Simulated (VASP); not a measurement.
# Hf in VASP: notebook, part 2 of 2

VASP 6.6.1.

### Step 4. Single point, PBE

This run uses another cell than the first one, of 22.56 Å³/atom, 1.154 times its volume.

The input, INCAR:

```
SYSTEM = Hf
ALGO = Normal
EDIFF = 1E-6
ENCUT = 500
GGA = PE
GGA_COMPAT = .False.
ISIF = 2
ISMEAR = 0
LASPH = .True.
LCHARG = .False.
LREAL = .False.
LWAVE = .False.
NBANDS = 11
NELM = 120
PREC = Accurate
SIGMA = 0.1
```

The input, KPOINTS:

```
k-points
0
Gamma
  16 16 16
  0 0 0
```

The input, POSCAR:

```
Hf
1.0
    0.0000000000      2.2426082604      2.2426082604
    2.2426082604      0.0000000000      2.2426082604
    2.2426082604      2.2426082604      0.0000000000
Hf
1
Direct
    0.0000000000      0.0000000000      0.0000000000
```

Potentials or basis: VASP PAW PBE potentials, release 64 (Hf_pv).

Run with:

```sh
$ cat potpaw_PBE.64/Hf_pv/POTCAR > POTCAR
$ mpirun -np 1 vasp_std > vasp.out
```

OUTCAR:

```text
SYSTEM = Hf
   EDIFF = 1E-6
   ENCUT = 500
   GGA = PE
   ISIF = 2
   ISMEAR = 0
   LASPH = .True.
   LREAL = .False.
   NELM = 120
   PREC = Accurate

 ion  position               nearest neighbor table
   1  0.000  0.000  0.000-

  LATTYP: Found a face centered cubic cell.
 ALAT       =     4.4852165208

  Lattice vectors:

 A1 = (   0.0000000000,   2.2426082604,   2.2426082604)
 A2 = (   2.2426082604,   0.0000000000,   2.2426082604)
 A3 = (   2.2426082604,   2.2426082604,   0.0000000000)

Analysis of symmetry for initial positions (statically):
=====================================================================
 Subroutine PRICEL returns:
 Original cell was already a primitive cell.

 Routine SETGRP: Setting up the symmetry group for a
 face centered cubic supercell.

 Subroutine GETGRP returns: Found 48 space group operations
 (whereof 48 operations were pure point group operations)
 out of a pool of 48 trial point group operations.

The static configuration has the point symmetry O_h .

Analysis of symmetry for dynamics (positions and initial velocities):
=====================================================================
 Subroutine PRICEL returns:
 Original cell was already a primitive cell.

 Routine SETGRP: Setting up the symmetry group for a
 face centered cubic supercell.

 Subroutine GETGRP returns: Found 48 space group operations
 (whereof 48 operations were pure point group operations)
 out of a pool of 48 trial point group operations.

The dynamic configuration has the point symmetry O_h .

 Subroutine INISYM returns: Found 48 space group operations
 (whereof 48 operations are pure point group operations),
 and found     1 'primitive' translations

----------------------------------------------------------------------------------------

                                     Primitive cell

  volume of cell :      22.5575

  direct lattice vectors                    reciprocal lattice vectors
     0.000000000  2.242608260  2.242608260    -0.222954677  0.222954677  0.222954677
     2.242608260  0.000000000  2.242608260     0.222954677 -0.222954677  0.222954677
     2.242608260  2.242608260  0.000000000     0.222954677  0.222954677 -0.222954677

  length of vectors
     3.171527017  3.171527017  3.171527017     0.386168828  0.386168828  0.386168828

  position of ions in fractional coordinates (direct lattice)
     0.000000000  0.000000000  0.000000000

  ion indices of the primitive-cell ions
   primitive index   ion index
                 1           1

----------------------------------------------------------------------------------------

 KPOINTS: k-points

Automatic generation of k-mesh.
 Grid dimensions read from file:
 generate k-points for:   16   16   16

 Generating k-lattice:

  Cartesian coordinates                     Fractional coordinates (reciprocal lattice)
    -0.013934667  0.013934667  0.013934667     0.062500000  0.000000000  0.000000000
     0.013934667 -0.013934667  0.013934667     0.000000000  0.062500000  0.000000000
     0.013934667  0.013934667 -0.013934667     0.000000000  0.000000000  0.062500000

  Length of vectors
     0.024135552  0.024135552  0.024135552

  Shift w.r.t. Gamma in fractional coordinates (k-lattice)
     0.000000000  0.000000000  0.000000000

 Subroutine IBZKPT returns following result:
 ===========================================

 Found    145 irreducible k-points:

 Following reciprocal coordinates:
            Coordinates               Weight
  0.000000  0.000000  0.000000      1.000000
  0.062500  0.000000  0.000000      8.000000
  0.125000  0.000000  0.000000      8.000000
  0.187500  0.000000  0.000000      8.000000
  0.250000  0.000000  0.000000      8.000000
  0.312500  0.000000  0.000000      8.000000
[... 16 lines left out ...]
 -0.125000  0.062500  0.000000     24.000000
 -0.062500  0.062500  0.000000     12.000000
 [... further k-points ...]
   k-points           NKPTS =    145   k-points in BZ     NKDIM =    145   number of bands    NBANDS=     11
   number of dos      NEDOS =    301   number of ions     NIONS =      1
   total plane-waves  NPLWV =  13824
   dimension x,y,z NGX =    24 NGY =   24 NGZ =   24
   dimension x,y,z NGXF=    48 NGYF=   48 NGZF=   48
   ions per type =               1
   NGX,Y,Z   is equivalent  to a cutoff of  12.58, 12.58, 12.58 a.u.
   NGXF,Y,Z  is equivalent  to a cutoff of  25.16, 25.16, 25.16 a.u.
 SYSTEM =  Hf
   PREC   = accura    normal or accurate (medium, high low for compatibility)
   ISTART =      0    job   : 0-new  1-cont  2-samecut
   ICHARG =      2    charge: 1-file 2-atom 10-const
   ISPIN  =      1    spin polarized calculation?
   LNONCOLLINEAR =      F non collinear calculations
   LSORBIT =      F    spin-orbit coupling
   LASPH  =      T    aspherical Exc in radial PAW
   ENCUT  =  500.0 eV  36.75 Ry    6.06 a.u.   5.78  5.78  5.78*2*pi/ulx,y,z
   NELM   =    120;   NELMIN=  2; NELMDL= -5     # of ELM steps
   EDIFF  = 0.1E-05   stopping-criterion for ELM
   LREAL  =      F    real-space projection
   EDIFFG = 0.1E-04   stopping-criterion for IOM
   NSW    =      0    number of steps for IOM
   IBRION =     -1    ionic relax: 0-MD 1-quasi-New 2-CG
   NFREE  =      0    steps in history (QN), initial steepest desc. (CG)
   ISIF   =      2    stress and relaxation
   ISYM   =      2    0-nonsym 1-usesym 2-fastsym
   POTIM  = 0.5000    time-step for ionic-motion
   TEBEG  =    0.0;   TEEND  =   0.0 temperature during run
   PSTRESS=    0.0 pullay stress
   NELECT =      10.0000    total number of electrons
   NUPDOWN=      -1.0000    fix difference up-down
   EMIN   =  10.00;   EMAX   =-10.00  energy-range for DOS
   EFERMI =   0.00;   METHOD = LEGACY
   ISMEAR =     0;   SIGMA  =   0.10  broadening in eV -4-tet -1-fermi 0-gaus
   EFERMI_NEDOS =   21; number of points for ismear=-14 and -15
   IALGO  =     38    algorithm
   IMIX   =      4    mixing-type and parameters
     AMIX     =   0.40;   BMIX     =  1.00
     AMIX_MAG =   1.60;   BMIX_MAG =  1.00
  volume/ion in A,a.u.               =      22.56       152.23
  Fermi-wavevector in a.u.,A,eV,Ry     =   1.248278  2.358904 21.200580  1.558199
  Thomas-Fermi vector in A             =   2.382372
   LORBIT       =      0    0 simple, 1 ext, 2 COOP (PROOUT), +10 PAW based schemes
   GGA     = PE    functional components
   LHFCALC =     F    Hartree Fock is set to
   AEXX    =    0.0000 exact exchange contribution
   IVDW    =     0    specifies the selected vdW correction
   LEPSILON=     F    determine dielectric tensor
   LRPA    =     F    only Hartree local field effects (RPA)
 non-spin polarized calculation
 Gauss-broadening in eV      SIGMA  =   0.10
  energy-cutoff  :      500.00
  volume of cell :       22.56
 maximum number of plane-waves:       588
   NGX = 11   NGY = 11   NGZ = 11

 number of electron      10.0000000 magnetization

 number of electron       9.9999999 magnetization

 Free energy of the ion-electron system (eV)
  ---------------------------------------------------
  ext. energy  EPLUGINS =         0.00000000
  ---------------------------------------------------
  free energy    TOTEN  =        -9.85490035 eV

  energy without entropy =       -9.84532701  energy(sigma->0) =       -9.85011368

 E-fermi :   4.6806     XC(G=0): -11.2483

 val. band max:        4.6681747277   @ k =  -0.3125   0.3125   0.0625
 cond. band min:       4.6858073575   @ k =  -0.3125   0.3750   0.1250
 fundamental gap:      0.0176326298
 Fermi energy:         4.6806194271

 k-point     1 :       0.0000    0.0000    0.0000
  band No.  band energies     occupation
      1     -25.3620      2.00000
      2     -25.3620      2.00000
      3     -25.3620      2.00000
      4      -2.4987      2.00000
      5       6.0830      0.00000
      6       6.0830      0.00000
      7       6.0830      0.00000
      8       8.8438      0.00000
      9       8.8438      0.00000
     10      15.9699      0.00000
     11      17.7211      0.00000

 k-point     2 :       0.0625    0.0000    0.0000
  band No.  band energies     occupation
      1     -25.3940      2.00000
      2     -25.3661      2.00000
      3     -25.3661      2.00000
      4      -2.3632      2.00000
      5       5.9430      0.00000
      6       6.1485      0.00000
      7       6.1485      0.00000
      8       8.7715      0.00000
      9       8.7715      0.00000
     10      16.2748      0.00000
     11      17.7205      0.00000
[... 295 lines left out ...]
 k-point    24 :      -0.0625    0.0625    0.0000
  band No.  band energies     occupation
      1     -25.4388      2.00000
      2     -25.3843      2.00000
      3     -25.3675      2.00000
      4      -2.1417      2.00000
      5       5.7227      0.00000
      6       6.2486      0.00000
      7       6.2621      0.00000
      8       8.5060      0.00000
      9       8.8327      0.00000
     10      16.7508      0.00000
     11      17.7194      0.00000

 [... further k-points ...]
[... 5 lines left out ...]
  --------------------------------------------------------------------------------------
  -------------------------------------------------------------------------------------
  Total       -0.0649387     -0.0649387     -0.0649387     -0.0000000     -0.0000000     -0.0000000
  in kB       -4.6123647     -4.6123647     -4.6123647     -0.0000000     -0.0000000     -0.0000000
  external PRESSURE =      -4.6123647 kB  Pullay stress =       0.0000000 kB

 VOLUME and BASIS-vectors are now :
 -----------------------------------------------------------------------------
  energy-cutoff  :      500.00
  volume of cell :       22.56
      direct lattice vectors                 reciprocal lattice vectors
     0.000000000  2.242608260  2.242608260    -0.222954677  0.222954677  0.222954677
     2.242608260  0.000000000  2.242608260     0.222954677 -0.222954677  0.222954677
     2.242608260  2.242608260  0.000000000     0.222954677  0.222954677 -0.222954677

 POSITION                                       TOTAL-FORCE (eV/Angst)
 -----------------------------------------------------------------------------------
      0.00000      0.00000      0.00000         0.000000      0.000000      0.000000
 -----------------------------------------------------------------------------------
    total drift:                                0.000000      0.000000     -0.000000

  FREE ENERGIE OF THE ION-ELECTRON SYSTEM (eV)
  ---------------------------------------------------
  free  energy   TOTEN  =        -9.8549003538 eV

  energy  without entropy=       -9.8453270129  energy(sigma->0) =       -9.85011368
```

Run time: 24 s. Hardware: 1 thread of AMD EPYC 7R13 (Zen 3), shared host; peak memory 0.13 GiB.

What came out:

```
Free energy            : -9.8549 eV
Pressure               : -0.5 GPa
Band gap on the k mesh : zero (band 5 reaches 6.08 eV, above the bottom of band 6 at 4.29 eV)
```

Caveat: spin-orbit coupling is left out, which moves the levels of the heavy elements.

### Step 5. Single point, PBE

This run uses another cell than the first one, of 22.57 Å³/atom, 1.155 times its volume.

The input, INCAR:

```
SYSTEM = Hf
PREC     = Accurate       ! precision mode
ENCUT    = 500            ! plane-wave cutoff, eV
EDIFF    = 1E-6           ! SCF threshold, eV
ISMEAR   = 1              ! smearing method
SIGMA    = 0.1            ! smearing width, eV
LREAL    = .False.        ! projectors in reciprocal space
LASPH    = .True.         ! aspherical terms in the spheres
NELM     = 120            ! most SCF steps
ALGO     = Normal         ! electronic algorithm
ISIF     = 2              ! what is computed and relaxed
LWAVE    = .False.        ! write WAVECAR
LCHARG   = .False.        ! write CHGCAR
GGA      = PE             ! functional
NBANDS   = 11             ! bands
GGA_COMPAT= .False.
```

The input, KPOINTS:

```
regular mesh
0
Gamma
  16 16 16
  0 0 0
```

The input, POSCAR:

```
Hf
1.0
    0.0000000000      2.2431539640      2.2431539640
    2.2431539640      0.0000000000      2.2431539640
    2.2431539640      2.2431539640      0.0000000000
Hf
1
Direct
    0.0000000000      0.0000000000      0.0000000000
```

Run with:

```sh
$ cat potpaw_PBE.64/Hf_pv/POTCAR > POTCAR
$ mpirun -np 1 vasp_std > vasp.out
```

Run time: 28 s. Hardware: 1 thread of AMD EPYC 7R13 (Zen 3), shared host; peak memory 0.13 GiB.

It converged, with:

- Free energy: -9.8500 eV
- Pressure: -0.6 GPa
- Band gap on the k mesh: zero (band 5 reaches 6.08 eV, above the bottom of band 6 at 4.29 eV)

Levels at points of the mesh, in eV from the Fermi level:
| k point | band 3 | band 4 | band 5 | band 6 | band 7 | band 8 |
| --- | --- | --- | --- | --- | --- | --- |
| (0.00, 0.00, 0.00) | -30.04 | -7.17 | 1.41 | 1.41 | 1.41 | 4.16 |
| (0.50, 0.00, 0.00) | -30.15 | -3.60 | 0.56 | 1.19 | 1.19 | 6.25 |
| (0.50, 0.50, 0.00) | -30.32 | -3.21 | -2.09 | 2.48 | 6.26 | 6.86 |

Caveat: spin-orbit coupling is left out, which moves the levels of the heavy elements.

### Step 6. Overview

```csv
cell,k mesh,cutoff (eV),smearing,gap on the mesh (eV),pressure (GPa)
"a = 3.005, b = 3.014, c = 3.044 Å, angles 60.2, 60.1, 60.1°, 1 atom",14 × 14 × 14,520,gaussian 0.1 eV,none,17.9
"a = 3.140 Å, angles 60.0°, 1 atom",8 × 8 × 8,500,gaussian 0.1 eV,none,2.8
"a = 3.172 Å, angles 60.0°, 1 atom",16 × 16 × 16,500,gaussian 0.1 eV,none,-0.5
"a = 3.172 Å, angles 60.0°, 1 atom",16 × 16 × 16,500,methfessel-paxton 0.1 eV,none,-0.6
```

Alike in all rows: task single point; level PBE; potentials or basis VASP PAW PBE potentials, release 64 (Hf_pv); no spin polarisation.

Caveats: spin-orbit coupling is left out, which moves the levels of the heavy elements.

Total energies depend on the potentials used, so only differences within one code and one set of settings carry meaning.
